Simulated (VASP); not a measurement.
Here is a VASP 6.6.1 calculation.

INCAR

```
SYSTEM = Al2GaP3
ALGO = Normal ; EDIFF = 1E-6
ENCUT = 520 ; GGA = PE
ISIF = 2 ; ISMEAR = 0
LASPH = .True. ; LCHARG = .False.
LREAL = .False. ; LWAVE = .False.
NBANDS = 46 ; NELM = 100
PREC = Accurate ; SIGMA = 0.1
```

The input KPOINTS:

```
k-points
0
Gamma
  6 6 1
  0 0 0
```

POSCAR

```
Al2GaP3
1.0
    3.7214046500      0.0000000000      0.0000000000
   -1.8607023300      3.2228309700      0.0000000000
    0.0000000000      0.0000000000     18.3247166700
Al Ga P
4 2 6
Direct
    0.3333333300      0.6666666700      0.0000230000
    0.3333333300      0.6666666700      0.6666896700
    0.6666666700      0.3333333300      0.1666896700
    0.6666666700      0.3333333300      0.5000230000
    0.3333333300      0.6666666700      0.3333563300
    0.6666666700      0.3333333300      0.8333563300
    0.3333333300      0.6666666700      0.1249770000
    0.3333333300      0.6666666700      0.4583103400
    0.3333333300      0.6666666700      0.7916436700
    0.6666666700      0.3333333300      0.2916436700
    0.6666666700      0.3333333300      0.6249770000
    0.6666666700      0.3333333300      0.9583103400
```

Potentials or basis: VASP PAW PBE potentials, release 64 (Al, Ga_d, P).

Run with:

```console
$ cat potpaw_PBE.64/Al/POTCAR potpaw_PBE.64/Ga_d/POTCAR potpaw_PBE.64/P/POTCAR > POTCAR
$ mpirun -np 1 vasp_std > vasp.out
```

**Question.** What does it give for the pressure?

**Answer.** 13.9 GPa.

**Question.** What does it give for the largest force?

**Answer.** 0.089 eV/Å.

**Question.** What does it give for the band gap on the k mesh?

**Answer.** 1.44 eV (least direct gap 2.24 eV).

Stress tensor (GPa, compression positive):
```
13.79  0.00  0.00
 0.00 13.79  0.00
 0.00  0.00 14.17
```

Caveat: the cell stands under pressure; an odd mesh through Γ misses points on the zone boundary, where band edges can lie.
